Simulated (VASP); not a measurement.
# MoS2 (P-6m2) in VASP: a series of runs

Runs on MoS2. Level: PBE+D3(BJ). Tasks: single point.

All numbers are computed with VASP 6.6.1; they aren't measurements. Logs are shortened: lines on timing, memory, paths and dates and some standing lists are left out, and cuts for length are marked.

### Step 1. The cell of the first run

Symmetry: P-6m2, No. 187, hexagonal system. The conventional cell has a = 3.070 Å, b = 3.070 Å, c = 6.995 Å, α = 90.00°, β = 90.00°, γ = 120.00°. Within 3.2 Å of Mo (site symmetry -6m2) lie 6 S at 2.42 Å and 6 Mo at 3.07 Å. Within 3.2 Å of S (site symmetry 3m) lie 3 Mo at 2.42 Å and 6 S at 3.07 Å.

### Step 2. Single point, PBE+D3(BJ) (c/a of the conventional cell at fixed volume 2.2786)

INCAR

```
SYSTEM = MoS2
ALGO = Normal ; EDIFF = 1E-6
ENCUT = 500 ; GGA = PE
GGA_COMPAT = .False. ; ISIF = 2
ISMEAR = 0 ; IVDW = 12
LASPH = .True. ; LCHARG = .False.
LREAL = .False. ; LWAVE = .False.
NBANDS = 20 ; NELM = 120
PREC = Accurate ; SIGMA = 0.05
```

KPOINTS

```
k-points
0
Gamma
  12 12 4
  0 0 0
```

POSCAR

```
MoS2
1.0
    3.0696848962      0.0000000000      0.0000000000
   -1.5348424481      2.6584251017      0.0000000000
    0.0000000000      0.0000000000      6.9945840045
Mo S
1 2
Direct
    0.0000000000      0.0000000000      0.0000000000
    0.3333333333      0.6666666667      0.2357940733
    0.3333333333      0.6666666667      0.7642059267
```

Potentials or basis: VASP PAW PBE potentials, release 64 (Mo_sv, S).

Launch:

```console
$ cat potpaw_PBE.64/Mo_sv/POTCAR potpaw_PBE.64/S/POTCAR > POTCAR
$ mpirun -np 1 vasp_std > vasp.out
```

OUTCAR:

```text
SYSTEM = MoS2
   EDIFF = 1E-6
   ENCUT = 500
   GGA = PE
   ISIF = 2
   ISMEAR = 0
   IVDW = 12
   LASPH = .True.
   LREAL = .False.
   NELM = 120
   PREC = Accurate
 IVDW          = 12

 ion  position               nearest neighbor table
   1  0.000  0.000  0.000-   2 2.42   3 2.42   2 2.42   3 2.42   2 2.42   3 2.42
   2  0.333  0.667  0.236-   1 2.42   1 2.42   1 2.42
   3  0.333  0.667  0.764-   1 2.42   1 2.42   1 2.42

  LATTYP: Found a hexagonal cell.
 ALAT       =     3.0696848962
 C/A-ratio  =     2.2786000000

  Lattice vectors:

 A1 = (   3.0696848962,   0.0000000000,   0.0000000000)
 A2 = (  -1.5348424481,   2.6584251017,   0.0000000000)
 A3 = (   0.0000000000,   0.0000000000,   6.9945840045)

Analysis of symmetry for initial positions (statically):
=====================================================================
 Subroutine PRICEL returns:
 Original cell was already a primitive cell.

 Routine SETGRP: Setting up the symmetry group for a
 hexagonal supercell.

 Subroutine GETGRP returns: Found 12 space group operations
 (whereof 12 operations were pure point group operations)
 out of a pool of 24 trial point group operations.

The static configuration has the point symmetry D_3h.

Analysis of symmetry for dynamics (positions and initial velocities):
=====================================================================
 Subroutine PRICEL returns:
 Original cell was already a primitive cell.

 Routine SETGRP: Setting up the symmetry group for a
 hexagonal supercell.

 Subroutine GETGRP returns: Found 12 space group operations
 (whereof 12 operations were pure point group operations)
 out of a pool of 24 trial point group operations.

The dynamic configuration has the point symmetry D_3h.

 Subroutine INISYM returns: Found 12 space group operations
 (whereof 12 operations are pure point group operations),
 and found     1 'primitive' translations

----------------------------------------------------------------------------------------

                                     Primitive cell

  volume of cell :      57.0795

  direct lattice vectors                    reciprocal lattice vectors
     3.069684896  0.000000000  0.000000000     0.325766336  0.188081282  0.000000000
    -1.534842448  2.658425102  0.000000000     0.000000000  0.376162563  0.000000000
     0.000000000  0.000000000  6.994584005     0.000000000  0.000000000  0.142967759

  length of vectors
[... 83 lines left out ...]
   NELM   =    120;   NELMIN=  2; NELMDL= -5     # of ELM steps
   EDIFF  = 0.1E-05   stopping-criterion for ELM
   LREAL  =      F    real-space projection
   EDIFFG = 0.1E-04   stopping-criterion for IOM
   NSW    =      0    number of steps for IOM
   IBRION =     -1    ionic relax: 0-MD 1-quasi-New 2-CG
   NFREE  =      0    steps in history (QN), initial steepest desc. (CG)
   ISIF   =      2    stress and relaxation
   ISYM   =      2    0-nonsym 1-usesym 2-fastsym
   POTIM  = 0.5000    time-step for ionic-motion
   TEBEG  =    0.0;   TEEND  =   0.0 temperature during run
   PSTRESS=    0.0 pullay stress
   NELECT =      26.0000    total number of electrons
   NUPDOWN=      -1.0000    fix difference up-down
   EMIN   =  10.00;   EMAX   =-10.00  energy-range for DOS
   EFERMI =   0.00;   METHOD = LEGACY
   ISMEAR =     0;   SIGMA  =   0.05  broadening in eV -4-tet -1-fermi 0-gaus
   EFERMI_NEDOS =   21; number of points for ismear=-14 and -15
   IALGO  =     38    algorithm
   IMIX   =      4    mixing-type and parameters
     AMIX     =   0.40;   BMIX     =  1.00
     AMIX_MAG =   1.60;   BMIX_MAG =  1.00
  volume/ion in A,a.u.               =      19.03       128.40
  Fermi-wavevector in a.u.,A,eV,Ry     =   1.259619  2.380335 21.587552  1.586640
  Thomas-Fermi vector in A             =   2.393170
   LORBIT       =      0    0 simple, 1 ext, 2 COOP (PROOUT), +10 PAW based schemes
   GGA     = PE    functional components
   LHFCALC =     F    Hartree Fock is set to
   AEXX    =    0.0000 exact exchange contribution
   IVDW    =    12    specifies the selected vdW correction
   LEPSILON=     F    determine dielectric tensor
   LRPA    =     F    only Hartree local field effects (RPA)
 non-spin polarized calculation
 Gauss-broadening in eV      SIGMA  =   0.05
  energy-cutoff  :      500.00
  volume of cell :       57.08
 maximum number of plane-waves:      1490
 NGX is ok and might be reduce to    24
   NGX = 11   NGY = 11   NGZ = 25

 number of electron      25.9999997 magnetization

 Free energy of the ion-electron system (eV)
  ---------------------------------------------------
  ext. energy  EPLUGINS =         0.00000000
  ---------------------------------------------------
  free energy    TOTEN  =       -21.66676154 eV

  energy without entropy =      -21.66676154  energy(sigma->0) =      -21.66676154

 E-fermi :   6.5545     XC(G=0): -10.2844

 val. band max:        6.1517861595   @ k =   0.3333   0.3333   0.5000
 cond. band min:       7.4240594999   @ k =   0.1667   0.1667   0.0000
 fundamental gap:      1.2722733404
 Fermi energy:         6.5544789180

 k-point     1 :       0.0000    0.0000    0.0000
  band No.  band energies     occupation
      1     -54.7232      2.00000
      2     -28.9215      2.00000
      3     -28.5629      2.00000
      4     -28.5629      2.00000
      5      -8.2504      2.00000
      6      -7.0393      2.00000
[... 541 lines left out ...]
     19      13.8584      0.00000
     20      14.8086      0.00000

 [... further k-points ...]

------------------------ aborting loop because EDIFF is reached ----------------------------------------

 Edisp (eV)   -1.19937

 E8    (eV) :    -0.4857

  FORCE on cell =-STRESS in cart. coord.  units (eV):
  Direction    XX          YY          ZZ          XY          YZ          ZX
  --------------------------------------------------------------------------------------
  -------------------------------------------------------------------------------------
  Total       1.33256     1.33256    -3.51001     0.00000     0.00000     0.00000
  in kB      37.40389    37.40389   -98.52315     0.00000     0.00000     0.00000
  external pressure =       -7.91 kB  Pullay stress =        0.00 kB

 VOLUME and BASIS-vectors are now :
 -----------------------------------------------------------------------------
  energy-cutoff  :      500.00
  volume of cell :       57.08
      direct lattice vectors                 reciprocal lattice vectors
     3.069684896  0.000000000  0.000000000     0.325766336  0.188081282  0.000000000
    -1.534842448  2.658425102  0.000000000     0.000000000  0.376162563  0.000000000
     0.000000000  0.000000000  6.994584005     0.000000000  0.000000000  0.142967759

 POSITION                                       TOTAL-FORCE (eV/Angst)
 -----------------------------------------------------------------------------------
      0.00000      0.00000      0.00000        -0.000000      0.000000      0.000000
     -0.00000      1.77228      1.64928         0.000000      0.000000     -0.933549
     -0.00000      1.77228      5.34530         0.000000     -0.000000      0.933549
 -----------------------------------------------------------------------------------
    total drift:                                0.000000     -0.000000     -0.000000

  FREE ENERGIE OF THE ION-ELECTRON SYSTEM (eV)
  ---------------------------------------------------
  free  energy   TOTEN  =       -22.8661266923 eV

  energy  without entropy=      -22.8661266923  energy(sigma->0) =      -22.86612669
```

stdout:

```text
POSCAR found type information on POSCAR MoS
 POSCAR found :  2 types and       3 ions
 scaLAPACK will be used
 LDA part: xc-table for (Slater+PW92), standard interpolation
 POSCAR, INCAR and KPOINTS ok, starting setup
 FFT: planning ... GRIDC
 FFT: planning ... GRID_SOFT
 FFT: planning ... GRID
 WAVECAR not read
 entering main loop
```

It took 1.7 min on 1 thread of AMD EPYC 7R13 (Zen 3), shared host; peak memory 0.19 GiB.

Results:

```
Free energy                : -22.8661 eV
Pressure                   : -0.8 GPa
Largest force              : 0.934 eV/Å
Band gap on the k mesh     : 1.27 eV, indirect (least direct gap 2.17 eV)
Dispersion energy per atom : -0.400 eV
```

Forces in eV/Å, atoms in the order of the input:
```
Mo   0.000  0.000  0.000
S    0.000  0.000 -0.934
S    0.000  0.000  0.934
```

 A k mesh can miss the band edges.

### Step 3. Single point, PBE+D3(BJ) (c/a of the conventional cell at fixed volume 2.0536)

INCAR

```
SYSTEM = MoS2
PREC     = Accurate       ! precision mode
ENCUT    = 500            ! plane-wave cutoff, eV
EDIFF    = 1E-6           ! SCF threshold, eV
ISMEAR   = 0              ! smearing method
SIGMA    = 0.05           ! smearing width, eV
LREAL    = .FALSE.        ! projectors in reciprocal space
LASPH    = .TRUE.         ! aspherical terms in the spheres
NELM     = 120            ! most SCF steps
ALGO     = Normal         ! electronic algorithm
ISIF     = 2              ! what is computed and relaxed
LWAVE    = .FALSE.        ! write WAVECAR
LCHARG   = .FALSE.        ! write CHGCAR
GGA      = PE             ! functional
IVDW     = 12             ! dispersion correction
NBANDS   = 20             ! bands
GGA_COMPAT= .FALSE.
```

KPOINTS

```
regular mesh
0
G
  12 12 4
  0 0 0
```

POSCAR

```
MoS2
1.0
    3.1779315830      0.0000000000      0.0000000000
   -1.5889657915      2.7521694823      0.0000000000
    0.0000000000      0.0000000000      6.5262002988
Mo S
1 2
Direct
    0.0000000000      0.0000000000      0.0000000000
    0.3333333333      0.6666666667      0.2608812309
    0.3333333333      0.6666666667      0.7391187691
```

Potentials or basis: VASP PAW PBE potentials, release 64 (Mo_sv, S).

Launch:

```console
$ cat potpaw_PBE.64/Mo_sv/POTCAR potpaw_PBE.64/S/POTCAR > POTCAR
$ mpirun -np 1 vasp_std > vasp.out
```

Run time: 76 s. Hardware: 1 thread of AMD EPYC 7R13 (Zen 3), shared host; peak memory 0.18 GiB.

Results (log left out):

```
Free energy                : -22.5885 eV
Pressure                   : -12.0 GPa
Largest force              : 2.498 eV/Å
Band gap on the k mesh     : 0.89 eV, indirect (least direct gap 1.73 eV)
Dispersion energy per atom : -0.396 eV
```

Forces on the atoms (eV/Å):
```
Mo   0.000  0.000  0.000
S    0.000  0.000 -2.498
S    0.000  0.000  2.498
```

Stress tensor (GPa, compression positive):
```
 -8.54   0.00   0.00
  0.00  -8.54   0.00
  0.00   0.00 -18.79
```

Levels at points of the mesh, in eV from the valence-band top:
```csv
k point,band 10,band 11,band 12,band 13,band 14,band 15,band 16,band 17
"(0.00, 0.00, 0.00)",-1.18,-1.13,-1.13,-1.07,2.27,2.27,2.51,2.51
"(0.50, 0.00, 0.00)",-2.76,-1.70,-1.26,-0.95,2.10,2.17,3.64,3.77
"(0.00, 0.00, 0.50)",-2.11,-1.19,-1.19,0.00,2.34,2.34,2.49,2.49
"(0.50, 0.00, 0.50)",-3.16,-2.84,-0.75,-0.51,2.13,2.55,2.79,3.29
```

Caveat: forces of over 1 eV/Å act on the atoms, so gaps and moduli don't describe the material at rest. A k mesh can miss the band edges.

### Step 4. Single point, PBE+D3(BJ) (c/a of the conventional cell at fixed volume 2.2224)

INCAR

```
SYSTEM = MoS2
ALGO = Normal
EDIFF = 1E-6
ENCUT = 500
GGA = PE
GGA_COMPAT = .FALSE.
ISIF = 2
ISMEAR = 0
IVDW = 12
LASPH = .TRUE.
LCHARG = .FALSE.
LREAL = .FALSE.
LWAVE = .FALSE.
NBANDS = 20
NELM = 120
PREC = Accurate
SIGMA = 0.05
```

KPOINTS

```
k-points
0
G
  12 12 4
  0 0 0
```

POSCAR

```
MoS2
1.0
    3.0953451714      0.0000000000      0.0000000000
   -1.5476725857      2.6806475519      0.0000000000
    0.0000000000      0.0000000000      6.8790951089
Mo S
1 2
Direct
    0.0000000000      0.0000000000      0.0000000000
    0.3333333333      0.6666666667      0.2734172850
    0.3333333333      0.6666666667      0.7265827150
```

Launch:

```console
$ cat potpaw_PBE.64/Mo_sv/POTCAR potpaw_PBE.64/S/POTCAR > POTCAR
$ mpirun -np 1 vasp_std > vasp.out
```

Wall time 80 s (1 thread of AMD EPYC 7R13 (Zen 3), shared host); peak memory 0.18 GiB.

Results (log left out):

| Property | Result |
| --- | --- |
| Free energy | -21.6476 eV |
| Pressure | -16.5 GPa |
| Largest force | 3.922 eV/Å |
| Band gap on the k mesh | 0.43 eV, indirect (least direct gap 1.06 eV) |
| Dispersion energy per atom | -0.397 eV |

Forces in eV/Å, atoms in the order of the input:
```
Mo   0.000  0.000  0.000
S    0.000  0.000 -3.922
S    0.000  0.000  3.922
```

Stress tensor (GPa, compression positive):
```
 -6.13   0.00   0.00
  0.00  -6.13   0.00
  0.00   0.00 -37.26
```

Levels at points of the mesh, in eV from the valence-band top:
```
           k point  band 10  band 11  band 12  band 13  band 14  band 15  band 16  band 17
(0.00, 0.00, 0.00)    -1.30    -1.30    -0.21    -0.21     2.27     2.27     2.73     2.73
(0.50, 0.00, 0.00)    -2.02    -1.91    -1.36    -0.31     1.99     2.59     3.28     3.47
(0.00, 0.00, 0.50)    -1.28    -0.66    -0.26    -0.26     2.48     2.48     2.56     2.56
(0.50, 0.00, 0.50)    -3.32    -1.99    -0.52    -0.09     2.41     2.52     2.60     2.98
```

Caveat: forces of over 1 eV/Å act on the atoms, so gaps and moduli don't describe the material at rest.

### Step 5. Single point, PBE+D3(BJ) (c/a of the conventional cell at fixed volume 1.9973)

INCAR

```
ALGO = Normal ; EDIFF = 1E-6
ENCUT = 500 ; GGA = PE
GGA_COMPAT = F ; ISIF = 2
ISMEAR = 0 ; IVDW = 12
LASPH = T ; LCHARG = F
LREAL = F ; LWAVE = F
NBANDS = 20 ; NELM = 120
PREC = Accurate ; SIGMA = 0.05
```

KPOINTS

```
k-points
0
Gamma
  12 12 4
```

POSCAR

```
MoS2
1.0
    3.2075152338      0.0000000000      0.0000000000
   -1.6037576169      2.7777896755      0.0000000000
    0.0000000000      0.0000000000      6.4063701764
Mo S
1 2
Direct
    0.0000000000      0.0000000000      0.0000000000
    0.3333333333      0.6666666667      0.1981708616
    0.3333333333      0.6666666667      0.8018291384
```

Launch:

```console
$ cat potpaw_PBE.64/Mo_sv/POTCAR potpaw_PBE.64/S/POTCAR > POTCAR
$ mpirun -np 1 vasp_std > vasp.out
```

It took 1.7 min on 1 thread of AMD EPYC 7R13 (Zen 3), shared host; peak memory 0.18 GiB.

The run converged. Its results:

```yaml
Free_energy: -21.1701 eV
Pressure: 29.4 GPa
Largest_force: 6.874 eV/Å
Band_gap_on_the_k_mesh: zero (band 13 reaches 7.69 eV, above the bottom of band 14 at 6.30 eV)
Dispersion_energy_per_atom: -0.399 eV
```

Forces in eV/Å, atoms in the order of the input:
```
Mo   0.000  0.000  0.000
S    0.000  0.000  6.874
S    0.000  0.000 -6.874
```

Stress tensor (GPa, compression positive):
```
20.71  0.00  0.00
 0.00 20.71  0.00
 0.00  0.00 46.81
```

Levels at points of the mesh, in eV from the Fermi level:
| k point | band 11 | band 12 | band 13 | band 14 | band 15 | band 16 |
| --- | --- | --- | --- | --- | --- | --- |
| (0.00, 0.00, 0.00) | -3.59 | -0.70 | 0.10 | 2.01 | 2.01 | 3.18 |
| (0.50, 0.00, 0.00) | -2.99 | -1.66 | -1.29 | 0.97 | 1.34 | 4.13 |
| (0.00, 0.00, 0.50) | -3.59 | -1.94 | 0.90 | 1.98 | 1.98 | 3.24 |
| (0.50, 0.00, 0.50) | -2.97 | -1.90 | -1.45 | 0.99 | 1.35 | 3.61 |

Caveat: forces of over 1 eV/Å act on the atoms, so gaps and moduli don't describe the material at rest.

(Part 1 of 2 ends here.)
